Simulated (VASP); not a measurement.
# MgS (Niningerite) (Fm-3m) in VASP: further runs

The runs below take MgS (Niningerite) through single point, with r2SCAN-based global hybrid, HSE06, PBE0, PBEsol.

Everything below comes from runs of VASP 6.6.1. Logs are shortened: lines on timing, memory, paths and dates and some standing lists are left out, and cuts for length are marked.

## 1. The cell of the first run

Symmetry: Fm-3m, No. 225, cubic system. Conventional cell: a = 5.203 Å, b = 5.203 Å, c = 5.203 Å, α = 90.00°, β = 90.00°, γ = 90.00°. S (site symmetry m-3m) has 6 Mg at 2.60 Å within 3.4 Å. Within 3.4 Å of Mg (site symmetry m-3m) lie 6 S at 2.60 Å.

## 2. Single point, r2SCAN-based global hybrid

File POSCAR:

```
MgS
1.0
    0.0000000000      2.6016500000      2.6016500000
    2.6016500000      0.0000000000      2.6016500000
    2.6016500000      2.6016500000      0.0000000000
S Mg
1 1
Direct
    0.5000000000      0.5000000000      0.5000000000
    0.0000000000      0.0000000000      0.0000000000
```

File INCAR.step1:

```
SYSTEM = MgS
PREC = Accurate
ENCUT = 520
EDIFF = 1E-5
ISMEAR = -1
SIGMA = 0.05
LREAL = .False.
LASPH = .True.
NELM = 100
ALGO = Normal
ISIF = 2
LWAVE = .True.
GGA = PE
NBANDS = 11
```

File INCAR.step2:

```
SYSTEM = MgS
PREC = Accurate
ENCUT = 520
EDIFF = 1E-7
ISMEAR = -1
SIGMA = 0.05
LREAL = .False.
LASPH = .True.
NELM = 100
ALGO = Normal
ISIF = 2
LWAVE = .False.
LCHARG = .True.
METAGGA = R2SCAN
LHFCALC = .True.
AEXX = 0.35
LMIXTAU = .True.
PRECFOCK = Normal
LELF = .True.
LVHAR = .True.
ISTART = 1
NBANDS = 11
```

File KPOINTS:

```
regular mesh
0
Gamma
  5 5 5
  0 0 0
```

Potentials or basis: VASP PAW PBE potentials, release 64 (S, Mg).

Command:

```
> cat potpaw_PBE.64/S/POTCAR potpaw_PBE.64/Mg/POTCAR > POTCAR
> cp INCAR.step1 INCAR
> mpirun -np 1 vasp_std > vasp.out
> cp INCAR.step2 INCAR
> mpirun -np 1 vasp_std > vasp.out
```

OUTCAR:

```text
SYSTEM = MgS
   PREC = Accurate
   ENCUT = 520
   EDIFF = 1E-7
   ISMEAR = -1
   LREAL = .False.
   LASPH = .True.
   NELM = 100
   ISIF = 2
   METAGGA = R2SCAN
   LHFCALC = .True.
   AEXX = 0.35
   PRECFOCK = Normal
   ISTART = 1

 ion  position               nearest neighbor table
   1  0.500  0.500  0.500-   2 2.60   2 2.60   2 2.60   2 2.60   2 2.60   2 2.60
   2  0.000  0.000  0.000-   1 2.60   1 2.60   1 2.60   1 2.60   1 2.60   1 2.60

  LATTYP: Found a face centered cubic cell.
 ALAT       =     5.2033000000

  Lattice vectors:

 A1 = (   0.0000000000,   2.6016500000,   2.6016500000)
 A2 = (   2.6016500000,   0.0000000000,   2.6016500000)
 A3 = (   2.6016500000,   2.6016500000,   0.0000000000)

Analysis of symmetry for initial positions (statically):
[... 33 lines left out ...]
                                     Primitive cell

  volume of cell :      35.2190

  direct lattice vectors                    reciprocal lattice vectors
     0.000000000  2.601650000  2.601650000    -0.192185728  0.192185728  0.192185728
     2.601650000  0.000000000  2.601650000     0.192185728 -0.192185728  0.192185728
     2.601650000  2.601650000  0.000000000     0.192185728  0.192185728 -0.192185728

  length of vectors
     3.679288715  3.679288715  3.679288715     0.332875446  0.332875446  0.332875446

  position of ions in fractional coordinates (direct lattice)
[... 8 lines left out ...]
----------------------------------------------------------------------------------------

 KPOINTS: regular mesh

Automatic generation of k-mesh.
 Grid dimensions read from file:
 generate k-points for:    5    5    5

 Generating k-lattice:

  Cartesian coordinates                     Fractional coordinates (reciprocal lattice)
    -0.038437146  0.038437146  0.038437146     0.200000000  0.000000000  0.000000000
     0.038437146 -0.038437146  0.038437146     0.000000000  0.200000000  0.000000000
     0.038437146  0.038437146 -0.038437146     0.000000000  0.000000000  0.200000000

  Length of vectors
     0.066575089  0.066575089  0.066575089

  Shift w.r.t. Gamma in fractional coordinates (k-lattice)
     0.000000000  0.000000000  0.000000000

 Subroutine IBZKPT returns following result:
 ===========================================

 Found     10 irreducible k-points:

 Following reciprocal coordinates:
            Coordinates               Weight
  0.000000  0.000000  0.000000      1.000000
  0.200000  0.000000  0.000000      8.000000
  0.400000  0.000000  0.000000      8.000000
  0.200000  0.200000  0.000000      6.000000
  0.400000  0.200000  0.000000     24.000000
 -0.400000  0.200000  0.000000     24.000000
 -0.200000  0.200000  0.000000     12.000000
  0.400000  0.400000  0.000000      6.000000
 -0.400000  0.400000  0.000000     12.000000
 -0.400000  0.400000  0.200000     24.000000
   k-points           NKPTS =     10   k-points in BZ     NKDIM =    125   number of bands    NBANDS=     11
   number of dos      NEDOS =    301   number of ions     NIONS =      2
   total plane-waves  NPLWV =  21952
   dimension x,y,z NGX =    28 NGY =   28 NGZ =   28
   dimension x,y,z NGXF=    56 NGYF=   56 NGZF=   56
   ions per type =               1   1
   NGX,Y,Z   is equivalent  to a cutoff of  12.65, 12.65, 12.65 a.u.
   NGXF,Y,Z  is equivalent  to a cutoff of  25.30, 25.30, 25.30 a.u.
 SYSTEM =  MgS
   PREC   = accura    normal or accurate (medium, high low for compatibility)
   ISTART =      1    job   : 0-new  1-cont  2-samecut
   ICHARG =      0    charge: 1-file 2-atom 10-const
   ISPIN  =      1    spin polarized calculation?
   LNONCOLLINEAR =      F non collinear calculations
   LSORBIT =      F    spin-orbit coupling
   LASPH  =      T    aspherical Exc in radial PAW
   ENCUT  =  520.0 eV  38.22 Ry    6.18 a.u.   6.84  6.84  6.84*2*pi/ulx,y,z
   NELM   =    100;   NELMIN=  2; NELMDL=  0     # of ELM steps
   EDIFF  = 0.1E-06   stopping-criterion for ELM
   LREAL  =      F    real-space projection
   EDIFFG = 0.1E-05   stopping-criterion for IOM
   NSW    =      0    number of steps for IOM
   IBRION =     -1    ionic relax: 0-MD 1-quasi-New 2-CG
   NFREE  =      0    steps in history (QN), initial steepest desc. (CG)
   ISIF   =      2    stress and relaxation
   ISYM   =      3    0-nonsym 1-usesym 2-fastsym
   POTIM  = 0.5000    time-step for ionic-motion
   TEBEG  =    0.0;   TEEND  =   0.0 temperature during run
   PSTRESS=    0.0 pullay stress
   NELECT =       8.0000    total number of electrons
   NUPDOWN=      -1.0000    fix difference up-down
   EMIN   =  10.00;   EMAX   =-10.00  energy-range for DOS
   EFERMI =   0.00;   METHOD = LEGACY
   ISMEAR =    -1;   SIGMA  =   0.05  broadening in eV -4-tet -1-fermi 0-gaus
   EFERMI_NEDOS =   21; number of points for ismear=-14 and -15
   IALGO  =     38    algorithm
   IMIX   =      1    mixing-type and parameters
     AMIX     =   0.40;   BMIX     =  1.00
     AMIX_MAG =   1.60;   BMIX_MAG =  1.00
  volume/ion in A,a.u.               =      17.61       118.83
  Fermi-wavevector in a.u.,A,eV,Ry     =   0.998878  1.887606 13.575323  0.997758
  Thomas-Fermi vector in A             =   2.131131
   LORBIT       =      0    0 simple, 1 ext, 2 COOP (PROOUT), +10 PAW based schemes
   METAGGA = R2SCAN    functional components
   LHFCALC =     T    Hartree Fock is set to
   PRECFOCK=normal    Normal, Fast or Accurate (Low or Medium for compatibility)
   ENCUT4O =  -1.0   cutoff for four orbital integrals eV
   NKREDX  =     1    reduce k-point grid by
   NKREDY  =     1    reduce k-point grid by
   NKREDZ  =     1    reduce k-point grid by
   AEXX    =    0.3500 exact exchange contribution
   HFSCREEN=    0.0000 screening length (either q_TF or 0.3 A-1)
   HFSCREENC=   0.0000 screening length for correlation (either q_TF or 0.3 A-1)
   ENCUTFOCK=  -1.0 apply spherical cutoff to Coloumb kernel
   IVDW    =     0    specifies the selected vdW correction
   LEPSILON=     F    determine dielectric tensor
   LRPA    =     F    only Hartree local field effects (RPA)
 non-spin polarized calculation
  energy-cutoff  :      520.00
  volume of cell :       35.22
 maximum number of plane-waves:       962
  NGX = 24; NGY = 24; NGZ = 24

 number of electron       8.0000000 magnetization

 Free energy of the ion-electron system (eV)
  ---------------------------------------------------
  ext. energy  EPLUGINS =         0.00000000
  ---------------------------------------------------
  free energy    TOTEN  =       -15.73906110 eV

  energy without entropy =      -15.73906110  energy(sigma->0) =      -15.73906110

 E-fermi :   3.2372     XC(G=0):  -7.0110

 val. band max:        2.1682980246   @ k =   0.0000   0.0000   0.0000
 cond. band min:       8.1400024829   @ k =   0.4000   0.4000   0.0000
 fundamental gap:      5.9717044583
 Fermi energy:         3.2371633021

 k-point     1 :       0.0000    0.0000    0.0000
  band No.  band energies     occupation
      1     -12.5961      2.00000
      2       2.1683      2.00000
      3       2.1683      2.00000
      4       2.1683      2.00000
      5       8.8478      0.00000
      6      13.0779      0.00000
      7      13.0779      0.00000
      8      13.0779      0.00000
      9      15.7771      0.00000
     10      15.7771      0.00000
     11      17.9057      0.00000

 k-point     2 :       0.2000    0.0000    0.0000
  band No.  band energies     occupation
      1     -12.1691      2.00000
      2      -0.1541      2.00000
      3       1.9053      2.00000
      4       1.9053      2.00000
      5      10.0451      0.00000
      6      13.0811      0.00000
      7      13.3031      0.00000
      8      13.3031      0.00000
      9      15.1768      0.00000
     10      15.1768      0.00000
     11      17.8973      0.00000

 k-point     3 :       0.4000    0.0000    0.0000
  band No.  band energies     occupation
      1     -11.2896      2.00000
      2      -2.9018      2.00000
      3       1.5384      2.00000
      4       1.5384      2.00000
      5       9.5831      0.00000
      6      12.2075      0.00000
      7      12.2075      0.00000
      8      15.7696      0.00000
      9      17.2526      0.00000
     10      18.3543      0.00000
     11      18.3543      0.00000

 k-point     4 :       0.2000    0.2000    0.0000
  band No.  band energies     occupation
      1     -12.0313      2.00000
      2       0.0372      2.00000
      3       1.3598      2.00000
      4       1.3598      2.00000
      5      10.6305      0.00000
      6      11.0932      0.00000
      7      13.0620      0.00000
      8      14.8473      0.00000
      9      14.8473      0.00000
     10      16.5035      0.00000
     11      20.4181      0.00000

 k-point     5 :       0.4000    0.2000    0.0000
  band No.  band energies     occupation
      1     -11.2899      2.00000
      2      -1.9915      2.00000
      3       0.5445      2.00000
      4       0.9539      2.00000
      5       9.9157      0.00000
      6      11.5697      0.00000
      7      13.3200      0.00000
      8      14.2187      0.00000
      9      17.6992      0.00000
     10      19.2235      0.00000
     11      20.2169      0.00000

 k-point     6 :      -0.4000    0.2000    0.0000
  band No.  band energies     occupation
      1     -10.9228      2.00000
      2      -2.7733      2.00000
      3      -0.2290      2.00000
      4       1.1593      2.00000
      5      10.1434      0.00000
      6      11.9986      0.00000
      7      13.1941      0.00000
      8      15.2317      0.00000
      9      18.1824      0.00000
     10      18.3308      0.00000
     11      19.9577      0.00000

 k-point     7 :      -0.2000    0.2000    0.0000
  band No.  band energies     occupation
      1     -11.5750      2.00000
      2      -1.4364      2.00000
      3       0.2956      2.00000
      4       1.7511      2.00000
      5      11.3514      0.00000
      6      12.5094      0.00000
      7      12.5963      0.00000
      8      13.1459      0.00000
      9      14.9072      0.00000
     10      19.2446      0.00000
     11      20.2907      0.00000

 k-point     8 :       0.4000    0.4000    0.0000
  band No.  band energies     occupation
      1     -10.9002      2.00000
      2      -2.2995      2.00000
      3       0.3673      2.00000
      4       0.3673      2.00000
      5       8.1400      0.00000
      6       9.4042      0.00000
      7      16.7535      0.00000
      8      18.1465      0.00000
      9      18.1882      0.00000
     10      18.1882      0.00000
     11      22.9837      0.00000

 k-point     9 :      -0.4000    0.4000    0.0000
  band No.  band energies     occupation
      1     -10.6533      2.00000
      2      -2.2906      2.00000
      3      -1.0160      2.00000
      4       0.4683      2.00000
      5       8.5597      0.00000
      6      10.9694      0.00000
      7      15.8168      0.00000
      8      16.2300      0.00000
      9      18.0245      0.00000
     10      19.8981      0.00000
     11      22.7592      0.00000

 k-point    10 :      -0.4000    0.4000    0.2000
  band No.  band energies     occupation
      1     -10.7669      2.00000
      2      -2.0820      2.00000
      3      -0.9182      2.00000
      4       0.1989      2.00000
      5      10.2421      0.00000
      6      12.0875      0.00000
      7      12.7488      0.00000
      8      15.3914      0.00000
      9      18.5516      0.00000
     10      19.4471      0.00000
     11      22.5396      0.00000

------------------------ aborting loop because EDIFF is reached ----------------------------------------

  FORCE on cell =-STRESS in cart. coord.  units (eV):
  Direction    XX          YY          ZZ          XY          YZ          ZX
  --------------------------------------------------------------------------------------
  -------------------------------------------------------------------------------------
  Total       -0.3519412     -0.3519412     -0.3519412      0.0000000      0.0000000     -0.0000000
  in kB      -16.0104680    -16.0104680    -16.0104680      0.0000000      0.0000000     -0.0000000
  external PRESSURE =     -16.0104680 kB  Pullay stress =       0.0000000 kB

 VOLUME and BASIS-vectors are now :
 -----------------------------------------------------------------------------
  energy-cutoff  :      520.00
  volume of cell :       35.22
      direct lattice vectors                 reciprocal lattice vectors
     0.000000000  2.601650000  2.601650000    -0.192185728  0.192185728  0.192185728
     2.601650000  0.000000000  2.601650000     0.192185728 -0.192185728  0.192185728
     2.601650000  2.601650000  0.000000000     0.192185728  0.192185728 -0.192185728

 POSITION                                       TOTAL-FORCE (eV/Angst)
 -----------------------------------------------------------------------------------
      2.60165      2.60165      2.60165        -0.000000     -0.000000     -0.000000
      0.00000      0.00000      0.00000         0.000000      0.000000      0.000000
 -----------------------------------------------------------------------------------
    total drift:                                0.000000     -0.000000      0.000000

  FREE ENERGIE OF THE ION-ELECTRON SYSTEM (eV)
  ---------------------------------------------------
  free  energy   TOTEN  =       -15.7390611009 eV

  energy  without entropy=      -15.7390611008  energy(sigma->0) =      -15.73906110
```

It took 6.9 min on 1 thread of Intel Xeon Platinum 8375C at 2.90GHz (Ice Lake), shared host; peak memory 0.17 GiB.

Results:

```
Free energy            : -15.7391 eV
Pressure               : -1.6 GPa
Band gap on the k mesh : 5.97 eV, indirect (least direct gap 6.68 eV)
```

Caveat: the PAW data sets were made with another functional, which shifts forces and pressure a little.

## 3. Single point, HSE06

POSCAR is that of step 2.

File INCAR.step1:

```
  PREC = Accurate
  ENCUT = 520
  EDIFF = 1E-5
  ISMEAR = -1
  SIGMA = 0.05
  LREAL = False
  LASPH = True
  NELM = 80
  ALGO = Normal
  ISIF = 2
  LWAVE = True
  LCHARG = False
  GGA = PE
  NBANDS = 11
```

File INCAR.step2:

```
  PREC = Accurate
  ENCUT = 520
  EDIFF = 1E-7
  ISMEAR = -1
  SIGMA = 0.05
  LREAL = False
  LASPH = True
  NELM = 80
  ALGO = Normal
  ISIF = 2
  LWAVE = False
  LCHARG = False
  GGA = PE
  LHFCALC = True
  HFSCREEN = 0.2079
  PRECFOCK = Normal
  ISTART = 1
  NBANDS = 11
```

File KPOINTS:

```
Automatic mesh
0
Gamma
  5 5 5
```

Potentials or basis: VASP PAW PBE potentials, release 64 (S, Mg).

Command:

```
> cat potpaw_PBE.64/S/POTCAR potpaw_PBE.64/Mg/POTCAR > POTCAR
> cp INCAR.step1 INCAR
> mpirun -np 1 vasp_std > vasp.out
> cp INCAR.step2 INCAR
> mpirun -np 1 vasp_std > vasp.out
```

Run time: 6.4 min. Hardware: 1 thread of Intel Xeon Platinum 8375C at 2.90GHz (Ice Lake), shared host; peak memory 0.27 GiB.

It converged, with:

```
Free energy            : -9.8799 eV
Pressure               : -0.7 GPa
Band gap on the k mesh : 4.19 eV, indirect (least direct gap 4.80 eV)
```

Levels at points of the mesh, in eV from the valence-band top:
```tsv
k point	band 2	band 3	band 4	band 5	band 6	band 7
(0.00, 0.00, 0.00)	0.00	0.00	0.00	4.80	9.10	9.10
```

Caveat: the PAW data sets were made with another functional, which shifts forces and pressure a little.

(Part 1 of 2 ends here.)
